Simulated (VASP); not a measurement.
Set up this calculation in VASP 6.6.1, as the native input.

```yaml
Task: single point
Functional: PBE
Dispersion: D3(BJ)
Potentials_or_basis: VASP PAW PBE potentials, release 64 (C, H)
Cutoff: 520 eV
k_mesh: 1 × 1 × 1
Occupations: fermi-dirac, width 0.02 eV
Spin: no spin polarisation
Dipole_correction: no
Further_INCAR_settings: LREAL = Auto; ALGO = Normal; EDIFF = 1e-06; NBANDS = 45
```

The structure of H4C lies in POSCAR:

```
H4C
1.0
    7.8912360000      0.0000000000      0.0000000000
    0.0000000000      7.8912360000      0.0000000000
    0.0000000000      0.0000000000      7.8912360000
C H
6 24
Direct
    0.3533793692      0.3102048906      0.4042966146
    0.1640047263      0.8035750040      0.8203277661
    0.6634321924      0.8836004905      1.0644593572
   -0.0040931484      0.3476768405     -0.0136100352
    0.7451937821      0.6019462604      0.7144634884
    1.0227295192      1.0071045905      0.2742789596
    0.2425348830      0.2243121356      0.3820314080
    0.3244105233      0.4138768629      0.3317731215
    0.4531482774      0.2193319272      0.3889124593
    0.3651265784      0.3288204788      0.5555783657
    0.1789200070      0.7904084987      0.9485332843
    0.1130748086      0.6842781029      0.7521635394
    0.2605041846      0.8284507015      0.7247280401
    0.0600666359      0.8852478877      0.7977964415
    0.7634418740      0.8323410933      1.1436358005
    0.6619875518      1.0275576602      1.0287615273
    0.5701008055      0.8636162953      1.1482485127
    0.6326765541      0.8069711766      0.9422098135
    0.0032441052      0.3657221758      0.1263680366
    0.1180930338      0.3859724890     -0.0665168296
   -0.0898465082      0.4136741063     -0.0752607069
   -0.0675306124      0.2022750302     -0.0249517313
    0.7504274362      0.5303478441      0.6084598154
    0.6733039032      0.7141466812      0.7147169341
    0.8706874310      0.6376060734      0.8089733978
    0.6792978945      0.5245819540      0.8090747761
    1.0176225879      0.8582559183      0.2635708779
    1.0587821730      1.0596565608      0.4225447066
    0.8849944419      1.0223873675      0.2580964503
    1.0692494813      1.0733806466      0.1706069873
```

These files were run (other wordings do the same):

INCAR

```
SYSTEM = H4C
  PREC = Accurate
  ENCUT = 520
  EDIFF = 1E-6
  ISMEAR = -1
  SIGMA = 0.02
  LREAL = Auto
  LASPH = .True.
  NELM = 80
  ALGO = Normal
  ISIF = 2
  LWAVE = .False.
  LCHARG = .False.
  GGA = PE
  IVDW = 12
  NBANDS = 45
```

KPOINTS

```
Automatic mesh
0
Gamma
  1 1 1
  0 0 0
```

Potentials or basis: VASP PAW PBE potentials, release 64 (C, H).

Launch:

```sh
$ cat potpaw_PBE.64/C/POTCAR potpaw_PBE.64/H/POTCAR > POTCAR
$ mpirun -np 1 vasp_gam > vasp.out
```

It gave:

```json
{"Pressure": "0.1 GPa", "Largest force": "6.781 eV/Å", "Band gap on the k mesh": "6.20 eV", "Dispersion energy per atom": "-0.021 eV"}
```

Caveat: the k points lie up to 0.80 Å⁻¹ apart.

Wall time 110 s on 1 thread of Intel Xeon 6975P-C (shared host), peak memory 0.43 GiB.
